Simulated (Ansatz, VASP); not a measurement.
**One calculation of TiO2, two programs**

INCAR

```
ALGO = Normal
EDIFF = 1E-6
ENCUT = 910
GGA = PE
GGA_COMPAT = F
ISIF = 2
ISMEAR = -1
LASPH = T
LCHARG = T
LELF = T
LREAL = F
LVHAR = T
LWAVE = F
NBANDS = 60
NELM = 120
PREC = Accurate
SIGMA = 0.05
```

The input KPOINTS:

```
k-points
0
Gamma
  8 8 4
```

Contents of POSCAR:

```
TiO2
1.0
    6.1122767729     -1.8708273909      0.0000000000
    6.1122767729      1.8708273909      0.0000000000
   -1.9153839319      0.0000000000      6.2864893037
Ti O
4 8
Direct
    0.9000710000      0.9000710000      0.2896020000
    0.1952860000      0.1952860000      0.2837620000
    0.0999290000      0.0999290000      0.7103980000
    0.8047140000      0.8047140000      0.7162380000
    0.3619310000      0.3619310000      0.2933970000
    0.2634885000      0.2634885000      0.6525000000
    0.8671885000      0.8671885000      0.9952910000
    0.7365115000      0.7365115000      0.3475000000
    0.9416475000      0.9416475000      0.6300210000
    0.1328115000      0.1328115000      0.0047090000
    0.6380690000      0.6380690000      0.7066030000
    0.0583525000      0.0583525000      0.3699790000
```

File input.yaml:

```yaml
crystal:
  lattice:
    - [6.1122767729, -1.8708273909, 0.0]
    - [6.1122767729, 1.8708273909, 0.0]
    - [-1.9153839319, 0.0, 6.2864893037]
  atoms:
    - { symbol: Ti, position: [0.900071, 0.900071, 0.289602] }
    - { symbol: Ti, position: [0.195286, 0.195286, 0.283762] }
    - { symbol: Ti, position: [0.099929, 0.099929, 0.710398] }
    - { symbol: Ti, position: [0.804714, 0.804714, 0.716238] }
    - { symbol: O, position: [0.361931, 0.361931, 0.293397] }
    - { symbol: O, position: [0.2634885, 0.2634885, 0.6525] }
    - { symbol: O, position: [0.8671885, 0.8671885, 0.995291] }
    - { symbol: O, position: [0.7365115, 0.7365115, 0.3475] }
    - { symbol: O, position: [0.9416475, 0.9416475, 0.630021] }
    - { symbol: O, position: [0.1328115, 0.1328115, 0.004709] }
    - { symbol: O, position: [0.638069, 0.638069, 0.706603] }
    - { symbol: O, position: [0.0583525, 0.0583525, 0.369979] }
hamiltonian:
  xc: pbe
  pseudopotentials: { kind: nc, accuracy: stringent }
kpoints:
  mp_grid: { grid: [8, 8, 4] }
scf:
  occupations: { method: fermi_dirac, width: 0.05 }
output:
  forces: true
  stress: true
  eigenvalues: true
```

Alike in both runs: task single point; functional PBE; k mesh 8 × 8 × 4; occupations fermi-dirac, width 0.05 eV; no spin polarisation.

|  | VASP | Ansatz |
| --- | --- | --- |
| version | VASP 6.6.1 | Ansatz 0.2.0 |
| potentials or method | VASP PAW PBE potentials, release 64 (Ti_sv, O_h) | PseudoDojo stringent (PBE files) |
| plane-wave cutoff (eV) | 910 | 1252 |
| valence electrons in the cell | 96 | 96 |

Ansatz gave:

```
gap on the k mesh at the Fermi level (eV) : 2.84
least direct gap on the mesh (eV)         : 3.01
rms of the force components (eV/Å)        : 0.024
```

Q: Which values does VASP return?

A: gap on the k mesh at the Fermi level (eV): 2.80; least direct gap on the mesh (eV): 2.98; rms of the force components (eV/Å): 0.030.

Atom by atom the forces differ by 0.018 eV/Å (rms over components).

Noted on VASP's run: the cutoff is under 1.25 times that of the potentials, so the pressure is a little rough.
